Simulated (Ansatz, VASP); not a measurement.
## One calculation of Si, two programs

The input INCAR:

```
SYSTEM = Si
ALGO = Normal
EDIFF = 1E-6
ENCUT = 520
GGA = PE
ISIF = 2
ISMEAR = -1
LASPH = .True.
LCHARG = .False.
LREAL = .False.
LWAVE = .False.
NBANDS = 8
NELM = 60
PREC = Accurate
SIGMA = 0.1
```

KPOINTS

```
k-points
0
Gamma
  16 16 16
  0 0 0
```

File POSCAR:

```
Si
1.0
    0.0000000000      2.0071939149      2.0071939149
    2.0071939149      0.0000000000      2.0071939149
    2.0071939149      2.0071939149      0.0000000000
Si
1
Direct
    0.0000000000      0.0000000000      0.0000000000
```

Input for Ansatz:

```yaml
crystal:
  lattice:
    - [0.0, 2.0071939149, 2.0071939149]
    - [2.0071939149, 0.0, 2.0071939149]
    - [2.0071939149, 2.0071939149, 0.0]
  atoms:
    - { symbol: Si, position: [0.0, 0.0, 0.0] }
hamiltonian:
  xc: pbe
  pseudopotentials:
    kind: paw
    azcp:
      Si: "pseudopotentials/Si.paw.azcp"
basis:
  ecutwfc: 420
  fft_grid_basis: typed
kpoints:
  mp_grid: { grid: [16, 16, 16], shift: [0, 0, 0] }
magnetization:
  spin_polarized: false
scf:
  occupations: { method: fermi_dirac, width: 0.1 }
  lower_state_search: "off"
output:
  stress: true
  write_density: true
  write_potential: true
  elf: true
  volumetric_format: npy
```

Alike in both runs: task single point; functional PBE; k mesh 16 × 16 × 16; occupations fermi-dirac, width 0.1 eV; no spin polarisation.

```csv
,VASP,Ansatz
version,VASP 6.6.1,Ansatz 0.2.0
potentials or method,"VASP PAW PBE potentials, release 64 (Si), cutoff 520 eV","plane waves (420 eV) with PAW, scalar-relativistic"
valence electrons in the cell,4,4
```

```tsv
	VASP	Ansatz	Ansatz less VASP
pressure (GPa)	-7.3	-7.3	+0.01
```
